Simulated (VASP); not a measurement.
# BaTiO3 (R3m) in VASP: notebook, part 2 of 2

VASP 6.6.1. Earlier steps stand in the parts before.

### Step 5. Single point, PBE (14.72 Å³/atom)

Contents of INCAR:

```
SYSTEM = BaTiO3
PREC = Accurate
ENCUT = 520
EDIFF = 1E-7
ISMEAR = 0
SIGMA = 0.02
LREAL = .False.
LASPH = .True.
NELM = 80
ALGO = Normal
ISIF = 2
LWAVE = .False.
LCHARG = .False.
GGA = PE
NBANDS = 28
```

Contents of KPOINTS:

```
regular mesh
0
Gamma
  6 6 6
  0 0 0
```

Contents of POSCAR:

```
BaTiO3
1.0
    2.9416827152      1.6983813075      2.4552505325
   -2.9416827152      1.6983813075      2.4552505325
    0.0000000000     -3.3967626149      2.4552505325
Ba Ti O
1 1 3
Direct
    0.0140312093      0.0140312093      0.0140312093
    0.5289878218      0.5289878218      0.5289878218
    0.4850518934      0.4850518934      0.9655771822
    0.4850518934      0.9655771822      0.4850518934
    0.9655771822      0.4850518934      0.4850518934
```

Potentials or basis: VASP PAW PBE potentials, release 64 (Ba_sv, Ti_sv, O).

Launch:

```
$ cat potpaw_PBE.64/Ba_sv/POTCAR potpaw_PBE.64/Ti_sv/POTCAR potpaw_PBE.64/O/POTCAR > POTCAR
$ mpirun -np 1 vasp_std > vasp.out
```

OUTCAR:

```text
SYSTEM = BaTiO3
   PREC = Accurate
   ENCUT = 520
   EDIFF = 1E-7
   ISMEAR = 0
   LREAL = .False.
   LASPH = .True.
   NELM = 80
   ISIF = 2
   GGA = PE

 ion  position               nearest neighbor table
   1  0.014  0.014  0.014-   4 2.82   5 2.82   3 2.82   4 2.95   5 2.95   5 2.95   4 2.95   3 2.95
                             3 2.95   5 3.17   4 3.17   3 3.17   2 3.57   2 3.58   2 3.58   2 3.58
   2  0.529  0.529  0.529-   3 1.84   4 1.84   5 1.84   3 2.38   4 2.38   5 2.38   1 3.57   1 3.58
                             1 3.58   1 3.58   1 3.65   1 3.65   1 3.65   1 3.79
   3  0.485  0.485  0.966-   2 1.84   2 2.38   1 2.82   1 2.95   1 2.95   1 3.17
   4  0.485  0.966  0.485-   2 1.84   2 2.38   1 2.82   1 2.95   1 2.95   1 3.17
   5  0.966  0.485  0.485-   2 1.84   2 2.38   1 2.82   1 2.95   1 2.95   1 3.17

  LATTYP: Found a trigonal (rhomboedric) cell.
 ALAT       =     4.1912112139
 COS(alpha) =     0.0147588145

  Lattice vectors:

 A1 = (   2.9416827152,   1.6983813075,   2.4552505325)
 A2 = (  -2.9416827152,   1.6983813075,   2.4552505325)
 A3 = (   0.0000000000,  -3.3967626149,   2.4552505325)

Analysis of symmetry for initial positions (statically):
[... 176 lines left out ...]

  energy without entropy =      -39.94345994  energy(sigma->0) =      -39.94345994

 E-fermi :   2.8433     XC(G=0): -10.4804

 val. band max:        2.6838323898   @ k =   0.5000   0.5000   0.5000
 cond. band min:       5.6875587338   @ k =  -0.1667   0.1667   0.0000
 fundamental gap:      3.0037263440
 Fermi energy:         2.8433326173

 k-point     1 :       0.0000    0.0000    0.0000
  band No.  band energies     occupation
      1     -53.4587      2.00000
      2     -29.7436      2.00000
      3     -29.7288      2.00000
      4     -29.7288      2.00000
      5     -22.4704      2.00000
      6     -13.7337      2.00000
[... 733 lines left out ...]
     27      10.1698      0.00000
     28      10.6046      0.00000

 [... further k-points ...]
[... 5 lines left out ...]
  --------------------------------------------------------------------------------------
  -------------------------------------------------------------------------------------
  Total       -2.3759470     -2.3759470     -2.4283059     -0.0000000     -0.0000000      0.0000000
  in kB      -51.7212774    -51.7212774    -52.8610615     -0.0000000     -0.0000000      0.0000000
  external PRESSURE =     -52.1012054 kB  Pullay stress =       0.0000000 kB

 VOLUME and BASIS-vectors are now :
 -----------------------------------------------------------------------------
  energy-cutoff  :      520.00
  volume of cell :       73.60
      direct lattice vectors                 reciprocal lattice vectors
     2.941682715  1.698381308  2.455250533     0.169970744  0.098132655  0.135763471
    -2.941682715  1.698381308  2.455250533    -0.169970744  0.098132655  0.135763471
     0.000000000 -3.396762615  2.455250533     0.000000000 -0.196265310  0.135763471

 POSITION                                       TOTAL-FORCE (eV/Angst)
 -----------------------------------------------------------------------------------
      0.00000      0.00000      0.10335        -0.000000     -0.000000     -0.065005
      0.00000      0.00000      3.89639        -0.000000     -0.000000     -0.126651
      0.00000     -1.63223      4.75258        -0.000000     -0.049072      0.063885
     -1.41355      0.81612      4.75258        -0.042498      0.024536      0.063885
      1.41355      0.81612      4.75258         0.042498      0.024536      0.063885
 -----------------------------------------------------------------------------------
    total drift:                               -0.000000      0.000002     -0.000192

  FREE ENERGIE OF THE ION-ELECTRON SYSTEM (eV)
  ---------------------------------------------------
  free  energy   TOTEN  =       -39.9434599413 eV

  energy  without entropy=      -39.9434599413  energy(sigma->0) =      -39.94345994
```

OSZICAR:

```text
N       E                     dE             d eps       ncg     rms          rms(c)
DAV:   1     0.427250834985E+03    0.42725E+03   -0.20695E+04  1792   0.151E+03
DAV:   2    -0.328794628680E+01   -0.43054E+03   -0.41159E+03  2052   0.415E+02
DAV:   3    -0.482332462813E+02   -0.44945E+02   -0.44557E+02  2516   0.132E+02
DAV:   4    -0.502892128283E+02   -0.20560E+01   -0.20508E+01  2744   0.247E+01
DAV:   5    -0.503553460888E+02   -0.66133E-01   -0.66126E-01  2480   0.323E+00    0.234E+01
DAV:   6    -0.404713516972E+02    0.98840E+01   -0.59526E+01  2804   0.676E+01    0.115E+01
DAV:   7    -0.402655806397E+02    0.20577E+00   -0.17061E+01  2540   0.311E+01    0.759E+00
DAV:   8    -0.399894951539E+02    0.27609E+00   -0.68532E-01  2172   0.753E+00    0.427E+00
DAV:   9    -0.399986491439E+02   -0.91540E-02   -0.76044E-01  2668   0.822E+00    0.228E+00
DAV:  10    -0.399475060090E+02    0.51143E-01   -0.27886E-01  2256   0.481E+00    0.579E-01
DAV:  11    -0.399466981319E+02    0.80788E-03   -0.37828E-02  2192   0.115E+00    0.502E-01
DAV:  12    -0.399437168056E+02    0.29813E-02   -0.19216E-02  2608   0.116E+00    0.149E-01
DAV:  13    -0.399434489456E+02    0.26786E-03   -0.12822E-03  2248   0.343E-01    0.304E-02
DAV:  14    -0.399434588815E+02   -0.99359E-05   -0.11408E-04  2624   0.677E-02    0.594E-03
DAV:  15    -0.399434610324E+02   -0.21509E-05   -0.11145E-05  2640   0.287E-02    0.875E-03
DAV:  16    -0.399434599277E+02    0.11047E-05   -0.32659E-06  2324   0.177E-02    0.218E-03
DAV:  17    -0.399434599413E+02   -0.13553E-07   -0.59027E-07  2156   0.527E-03
   1 F= -.39943460E+02 E0= -.39943460E+02  d E =-.124888E-31
```

stdout:

```text
POSCAR found type information on POSCAR BaTiO
 POSCAR found :  3 types and       5 ions
 scaLAPACK will be used
 LDA part: xc-table for (Slater+PW92), standard interpolation
 POSCAR, INCAR and KPOINTS ok, starting setup
 FFT: planning ... GRIDC
 FFT: planning ... GRID_SOFT
 FFT: planning ... GRID
 WAVECAR not read
 entering main loop
```

Wall time 79 s (1 thread of Intel Xeon 8259CL, shared host); peak memory 0.22 GiB.

What came out:

```yaml
Free_energy: -39.9435 eV
Pressure: -5.2 GPa
Largest_force: 0.127 eV/Å
Band_gap_on_the_k_mesh: 3.00 eV (least direct gap 3.64 eV)
```

Forces in eV/Å, atoms in the order of the input:
```
Ba   0.000  0.000 -0.065
Ti   0.000  0.000 -0.127
O    0.000 -0.049  0.064
O   -0.042  0.025  0.064
O    0.042  0.025  0.064
```

Stress tensor (GPa, compression positive):
```
-5.17  0.00  0.00
 0.00 -5.17  0.00
 0.00  0.00 -5.29
```

Caveat: the cell stands under tension; spin-orbit coupling is left out, which moves the levels of the heavy elements. A k mesh can miss the band edges.

### Step 6. Overview

| task | cell | cutoff (eV) | gap on the mesh (eV) | pressure (GPa) | largest force (eV/Å) |
| --- | --- | --- | --- | --- | --- |
| relaxation of shape and atoms at fixed volume | relaxed from a = 4.191 Å, angles 89.4°, 5 atoms, atomic positions A | 600 | 2.94 | -6.0 | 0.01 |
| single point | a = 4.100 Å, angles 89.6°, 5 atoms, atomic positions B | 520 | 2.75 | -1.1 | 0.10 |
| single point | a = 4.140 Å, angles 89.4°, 5 atoms, atomic positions A | 520 | 2.88 | -3.2 | 0.11 |
| single point | a = 4.191 Å, angles 89.2°, 5 atoms, atomic positions C | 520 | 3.00 | -5.2 | 0.13 |

Alike in all rows: level PBE; potentials or basis VASP PAW PBE potentials, release 64 (Ba_sv, Ti_sv, O); no spin polarisation; k mesh 6 × 6 × 6; smearing gaussian 0.02 eV.

Caveats: spin-orbit coupling is left out, which moves the levels of the heavy elements; the cell stands under tension (at least some runs).

Total energies depend on the potentials used, so only differences within one code and one set of settings carry meaning.
